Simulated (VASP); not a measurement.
# C (Pm-3m) in VASP: further runs

C is run at these levels: r2SCAN; tasks: single point.

Program: VASP 6.6.1. These are calculated values, not measurements. Logs are shortened: lines on timing, memory, paths and dates and some standing lists are left out, and cuts for length are marked.

**1. The cell of the first run**

It takes space group Pm-3m (No. 221, cubic). The conventional cell has a = 1.735 Å, b = 1.735 Å, c = 1.735 Å, α = 90.00°, β = 90.00°, γ = 90.00°. Within 2.3 Å of C (site symmetry m-3m) lie 6 C at 1.73 Å.

**2. Single point, r2SCAN**

Input file POSCAR:

```
C
1.0
    1.7349148301      0.0000000000      0.0000000000
    0.0000000000      1.7349148301      0.0000000000
    0.0000000000      0.0000000000      1.7349148301
C
1
Direct
    0.0000000000      0.0000000000      0.0000000000
```

Input file INCAR.step1:

```
SYSTEM = C
ALGO = Normal
EDIFF = 1E-4
ENCUT = 520
GGA = PE
ISMEAR = -1
LASPH = .True.
LCHARG = .False.
LREAL = .False.
LWAVE = .True.
NBANDS = 8
NELM = 60
PREC = Accurate
SIGMA = 0.05
```

Input file INCAR.step2:

```
SYSTEM = C
ALGO = Normal
EDIFF = 1E-7
ENCUT = 520
ISIF = 2
ISMEAR = -1
ISTART = 1
LASPH = .True.
LCHARG = .True.
LELF = .True.
LMIXTAU = .True.
LREAL = .False.
LVHAR = .True.
LWAVE = .False.
METAGGA = R2SCAN
NBANDS = 8
NELM = 60
PREC = Accurate
SIGMA = 0.05
```

Input file KPOINTS:

```
k-points
0
Gamma
  11 11 11
  0 0 0
```

Potentials or basis: VASP PAW PBE potentials, release 64 (C).

Launch:

```bash
$ cat potpaw_PBE.64/C/POTCAR > POTCAR
$ cp INCAR.step1 INCAR
$ mpirun -np 1 vasp_std > vasp.out
$ cp INCAR.step2 INCAR
$ mpirun -np 1 vasp_std > vasp.out
```

OUTCAR:

```text
SYSTEM = C
   EDIFF = 1E-7
   ENCUT = 520
   ISIF = 2
   ISMEAR = -1
   ISTART = 1
   LASPH = .True.
   LREAL = .False.
   METAGGA = R2SCAN
   NELM = 60
   PREC = Accurate

 ion  position               nearest neighbor table
   1  0.000  0.000  0.000-

  LATTYP: Found a simple cubic cell.
 ALAT       =     1.7349148301

  Lattice vectors:

 A1 = (   1.7349148301,   0.0000000000,   0.0000000000)
 A2 = (   0.0000000000,   1.7349148301,   0.0000000000)
 A3 = (   0.0000000000,   0.0000000000,   1.7349148301)

Analysis of symmetry for initial positions (statically):
=====================================================================
 Subroutine PRICEL returns:
 Original cell was already a primitive cell.

 Routine SETGRP: Setting up the symmetry group for a
 simple cubic supercell.

 Subroutine GETGRP returns: Found 48 space group operations
 (whereof 48 operations were pure point group operations)
 out of a pool of 48 trial point group operations.

The static configuration has the point symmetry O_h .

Analysis of symmetry for dynamics (positions and initial velocities):
=====================================================================
 Subroutine PRICEL returns:
 Original cell was already a primitive cell.

 Routine SETGRP: Setting up the symmetry group for a
 simple cubic supercell.

 Subroutine GETGRP returns: Found 48 space group operations
 (whereof 48 operations were pure point group operations)
 out of a pool of 48 trial point group operations.

The dynamic configuration has the point symmetry O_h .

 Subroutine INISYM returns: Found 48 space group operations
 (whereof 48 operations are pure point group operations),
 and found     1 'primitive' translations

----------------------------------------------------------------------------------------

                                     Primitive cell

  volume of cell :       5.2220

  direct lattice vectors                    reciprocal lattice vectors
     1.734914830  0.000000000  0.000000000     0.576397171  0.000000000  0.000000000
     0.000000000  1.734914830  0.000000000     0.000000000  0.576397171  0.000000000
     0.000000000  0.000000000  1.734914830     0.000000000  0.000000000  0.576397171

  length of vectors
     1.734914830  1.734914830  1.734914830     0.576397171  0.576397171  0.576397171

  position of ions in fractional coordinates (direct lattice)
     0.000000000  0.000000000  0.000000000

  ion indices of the primitive-cell ions
   primitive index   ion index
                 1           1

----------------------------------------------------------------------------------------

 KPOINTS: k-points

Automatic generation of k-mesh.
 Grid dimensions read from file:
 generate k-points for:   11   11   11

 Generating k-lattice:

  Cartesian coordinates                     Fractional coordinates (reciprocal lattice)
     0.052399743  0.000000000  0.000000000     0.090909091  0.000000000  0.000000000
     0.000000000  0.052399743  0.000000000     0.000000000  0.090909091  0.000000000
     0.000000000  0.000000000  0.052399743     0.000000000  0.000000000  0.090909091

  Length of vectors
     0.052399743  0.052399743  0.052399743

  Shift w.r.t. Gamma in fractional coordinates (k-lattice)
     0.000000000  0.000000000  0.000000000

 Subroutine IBZKPT returns following result:
 ===========================================

 Found     56 irreducible k-points:

 Following reciprocal coordinates:
            Coordinates               Weight
  0.000000  0.000000  0.000000      1.000000
  0.090909  0.000000  0.000000      6.000000
  0.181818  0.000000  0.000000      6.000000
  0.272727  0.000000  0.000000      6.000000
  0.363636  0.000000  0.000000      6.000000
  0.454545  0.000000  0.000000      6.000000
[... 16 lines left out ...]
  0.181818  0.090909  0.090909     24.000000
  0.272727  0.090909  0.090909     24.000000
 [... further k-points ...]
   k-points           NKPTS =     56   k-points in BZ     NKDIM =     56   number of bands    NBANDS=      8
   number of dos      NEDOS =    301   number of ions     NIONS =      1
   total plane-waves  NPLWV =   2744
   dimension x,y,z NGX =    14 NGY =   14 NGZ =   14
   dimension x,y,z NGXF=    28 NGYF=   28 NGZF=   28
   ions per type =               1
   NGX,Y,Z   is equivalent  to a cutoff of  13.42, 13.42, 13.42 a.u.
   NGXF,Y,Z  is equivalent  to a cutoff of  26.83, 26.83, 26.83 a.u.
 SYSTEM =  C
   PREC   = accura    normal or accurate (medium, high low for compatibility)
   ISTART =      1    job   : 0-new  1-cont  2-samecut
   ICHARG =      0    charge: 1-file 2-atom 10-const
   ISPIN  =      1    spin polarized calculation?
   LNONCOLLINEAR =      F non collinear calculations
   LSORBIT =      F    spin-orbit coupling
   LASPH  =      T    aspherical Exc in radial PAW
   ENCUT  =  520.0 eV  38.22 Ry    6.18 a.u.   3.23  3.23  3.23*2*pi/ulx,y,z
   NELM   =     60;   NELMIN=  2; NELMDL=  0     # of ELM steps
   EDIFF  = 0.1E-06   stopping-criterion for ELM
   LREAL  =      F    real-space projection
   EDIFFG = 0.1E-05   stopping-criterion for IOM
   NSW    =      0    number of steps for IOM
   IBRION =     -1    ionic relax: 0-MD 1-quasi-New 2-CG
   NFREE  =      0    steps in history (QN), initial steepest desc. (CG)
   ISIF   =      2    stress and relaxation
   ISYM   =      2    0-nonsym 1-usesym 2-fastsym
   POTIM  = 0.5000    time-step for ionic-motion
   TEBEG  =    0.0;   TEEND  =   0.0 temperature during run
   PSTRESS=    0.0 pullay stress
   NELECT =       4.0000    total number of electrons
   NUPDOWN=      -1.0000    fix difference up-down
   EMIN   =  10.00;   EMAX   =-10.00  energy-range for DOS
   EFERMI =   0.00;   METHOD = LEGACY
   ISMEAR =    -1;   SIGMA  =   0.05  broadening in eV -4-tet -1-fermi 0-gaus
   EFERMI_NEDOS =   21; number of points for ismear=-14 and -15
   IALGO  =     38    algorithm
   IMIX   =      4    mixing-type and parameters
     AMIX     =   0.40;   BMIX     =  1.00
     AMIX_MAG =   1.60;   BMIX_MAG =  1.00
  volume/ion in A,a.u.               =       5.22        35.24
  Fermi-wavevector in a.u.,A,eV,Ry     =   1.497902  2.830624 30.527524  2.243710
  Thomas-Fermi vector in A             =   2.609730
   LORBIT       =      0    0 simple, 1 ext, 2 COOP (PROOUT), +10 PAW based schemes
   METAGGA = R2SCAN    functional components
   LHFCALC =     F    Hartree Fock is set to
   AEXX    =    0.0000 exact exchange contribution
   IVDW    =     0    specifies the selected vdW correction
   LEPSILON=     F    determine dielectric tensor
   LRPA    =     F    only Hartree local field effects (RPA)
 non-spin polarized calculation
  energy-cutoff  :      520.00
  volume of cell :        5.22
 maximum number of plane-waves:       147
 NGX is ok and might be reduce to    14
   NGX =  7   NGY =  7   NGZ =  7

 number of electron       4.0000001 magnetization

 Free energy of the ion-electron system (eV)
  ---------------------------------------------------
  ext. energy  EPLUGINS =         0.00000000
  ---------------------------------------------------
  free energy    TOTEN  =        -7.04132093 eV

  energy without entropy =       -7.04005525  energy(sigma->0) =       -7.04068809

 E-fermi :  12.2959     XC(G=0): -15.2905

 val. band max:       11.3025413313   @ k =   0.2727   0.1818   0.1818
 cond. band min:      12.3229029600   @ k =   0.4545   0.3636   0.3636
 fundamental gap:      1.0203616287
 Fermi energy:        12.2959275714

 k-point     1 :       0.0000    0.0000    0.0000
  band No.  band energies     occupation
      1     -12.4715      2.00000
      2      22.5190      0.00000
      3      22.5190      0.00000
      4      22.5190      0.00000
      5      39.1494      0.00000
      6      39.1494      0.00000
      7      46.8136      0.00000
      8      73.2583      0.00000

 k-point     2 :       0.0909    0.0000    0.0000
  band No.  band energies     occupation
      1     -12.1162      2.00000
      2      19.9587      0.00000
      3      22.7672      0.00000
      4      22.7672      0.00000
      5      39.5461      0.00000
      6      41.9355      0.00000
      7      46.8122      0.00000
      8      70.9940      0.00000

 k-point     3 :       0.1818    0.0000    0.0000
  band No.  band energies     occupation
      1     -11.0519      2.00000
      2      14.9050      0.00000
      3      23.4702      0.00000
      4      23.4702      0.00000
      5      40.7214      0.00000
      6      45.6389      0.00000
      7      48.5703      0.00000
      8      66.0473      0.00000

 k-point     4 :       0.2727    0.0000    0.0000
  band No.  band energies     occupation
      1      -9.2827      2.00000
      2       9.5760      2.00000
      3      24.4927      0.00000
      4      24.4927      0.00000
      5      42.6144      0.00000
      6      45.5976      0.00000
      7      53.7251      0.00000
      8      60.9846      0.00000

 k-point     5 :       0.3636    0.0000    0.0000
  band No.  band energies     occupation
      1      -6.8174      2.00000
      2       4.5951      2.00000
      3      25.5615      0.00000
      4      25.5615      0.00000
      5      45.0280      0.00000
      6      45.2373      0.00000
      7      56.9997      0.00000
      8      56.9997      0.00000
[... 177 lines left out ...]
 k-point    22 :       0.0909    0.0909    0.0909
  band No.  band energies     occupation
      1     -11.4076      2.00000
      2      19.7472      0.00000
      3      19.7472      0.00000
      4      22.2666      0.00000
      5      43.7633      0.00000
      6      43.7633      0.00000
      7      46.3570      0.00000
      8      68.5145      0.00000

 k-point    23 :       0.1818    0.0909    0.0909
  band No.  band energies     occupation
      1     -10.3473      2.00000
      2      15.1984      0.00000
      3      20.5399      0.00000
      4      22.7627      0.00000
      5      44.7353      0.00000
      6      45.3380      0.00000
      7      49.2337      0.00000
      8      62.2343      0.00000

 k-point    24 :       0.2727    0.0909    0.0909
  band No.  band energies     occupation
      1      -8.5861      2.00000
      2      10.0551      2.00000
      3      21.7111      0.00000
      4      23.8375      0.00000
      5      43.8066      0.00000
      6      46.1892      0.00000
      7      54.1843      0.00000
      8      56.6049      0.00000

 [... further k-points ...]

------------------------ aborting loop because EDIFF is reached ----------------------------------------

  FORCE on cell =-STRESS in cart. coord.  units (eV):
  Direction    XX          YY          ZZ          XY          YZ          ZX
  --------------------------------------------------------------------------------------
  -------------------------------------------------------------------------------------
  Total        0.6757795      0.6757795      0.6757795      0.0000000      0.0000000      0.0000000
  in kB      207.3390424    207.3390424    207.3390424      0.0000000      0.0000000      0.0000000
  external PRESSURE =     207.3390424 kB  Pullay stress =       0.0000000 kB

 VOLUME and BASIS-vectors are now :
 -----------------------------------------------------------------------------
  energy-cutoff  :      520.00
  volume of cell :        5.22
      direct lattice vectors                 reciprocal lattice vectors
     1.734914830  0.000000000  0.000000000     0.576397171  0.000000000  0.000000000
     0.000000000  1.734914830  0.000000000     0.000000000  0.576397171  0.000000000
     0.000000000  0.000000000  1.734914830     0.000000000  0.000000000  0.576397171

 POSITION                                       TOTAL-FORCE (eV/Angst)
 -----------------------------------------------------------------------------------
      0.00000      0.00000      0.00000         0.000000      0.000000      0.000000
 -----------------------------------------------------------------------------------
    total drift:                                0.000000     -0.000000     -0.000000

  FREE ENERGIE OF THE ION-ELECTRON SYSTEM (eV)
  ---------------------------------------------------
  free  energy   TOTEN  =        -7.0413209321 eV

  energy  without entropy=       -7.0400552545  energy(sigma->0) =       -7.04068809
```

It took 7.3 s on 1 thread of Intel Xeon 6975P-C, shared host; peak memory 0.1 GiB.

Results:

```
Free energy            : -7.0413 eV
Pressure               : 20.7 GPa
Band gap on the k mesh : zero (band 2 reaches 22.52 eV, above the bottom of band 3 at 10.11 eV)
```

Levels at points of the mesh, in eV from the Fermi level:
| k point | band 1 | band 2 | band 3 | band 4 | band 5 | band 6 |
| --- | --- | --- | --- | --- | --- | --- |
| (0.00, 0.00, 0.00) | -24.77 | 10.22 | 10.22 | 10.22 | 26.85 | 26.85 |

Caveat: the PAW data sets were made with another functional, which shifts forces and pressure a little.

**3. Single point, r2SCAN**

This run uses another cell than the first one, of 5.49 Å³/atom, 1.050 times its volume.

Input file POSCAR:

```
C
1.0
    1.7636357200      0.0000000000      0.0000000000
    0.0000000000      1.7636357200      0.0000000000
    0.0000000000      0.0000000000      1.7636357200
C
1
Direct
    0.0000000000      0.0000000000      0.0000000000
```

Input file INCAR.step1:

```
PREC     = Accurate       # precision mode
ENCUT    = 520            # plane-wave cutoff, eV
ISMEAR   = -1             # smearing method
SIGMA    = 0.05           # smearing width, eV
LREAL    = F              # projectors in reciprocal space
LASPH    = T              # aspherical terms in the spheres
NELM     = 100            # most SCF steps
NBANDS   = 8              # bands
GGA      = PE             # functional
ALGO     = Normal         # electronic algorithm
EDIFF    = 1E-4           # SCF threshold, eV
LWAVE    = T              # write WAVECAR
LCHARG   = F              # write CHGCAR
```

Input file INCAR.step2:

```
PREC     = Accurate       # precision mode
ENCUT    = 520            # plane-wave cutoff, eV
EDIFF    = 1E-6           # SCF threshold, eV
ISMEAR   = -1             # smearing method
SIGMA    = 0.05           # smearing width, eV
LREAL    = F              # projectors in reciprocal space
LASPH    = T              # aspherical terms in the spheres
NELM     = 100            # most SCF steps
ALGO     = Normal         # electronic algorithm
ISIF     = 2              # what is computed and relaxed
LWAVE    = F              # write WAVECAR
LCHARG   = T              # write CHGCAR
METAGGA  = R2SCAN         # meta-GGA
LMIXTAU  = T            
LELF     = T              # ELF
LVHAR    = T            
NBANDS   = 8              # bands
ISTART   = 1
```

Input file KPOINTS:

```
regular mesh
0
Gamma
  11 11 11
```

Potentials or basis: VASP PAW PBE potentials, release 64 (C).

Launch:

```bash
$ cat potpaw_PBE.64/C/POTCAR > POTCAR
$ cp INCAR.step1 INCAR
$ mpirun -np 1 vasp_std > vasp.out
$ cp INCAR.step2 INCAR
$ mpirun -np 1 vasp_std > vasp.out
```

It used 4.2 s of CPU time on 1 thread of Intel Xeon 6975P-C, with other jobs on the host.

The run converged. Its results:

| Quantity | Value |
| --- | --- |
| Free energy | -7.0586 eV |
| Pressure | 0.7 GPa |
| Band gap on the k mesh | zero (band 2 reaches 21.29 eV, above the bottom of band 3 at 9.07 eV) |

Levels at points of the mesh, in eV from the Fermi level:
```csv
k point,band 1,band 2,band 3,band 4,band 5
"(0.00, 0.00, 0.00)",-23.98,9.79,9.79,9.79,26.33
```

Caveat: the PAW data sets were made with another functional, which shifts forces and pressure a little.

(Continued in part 2 of 2.)
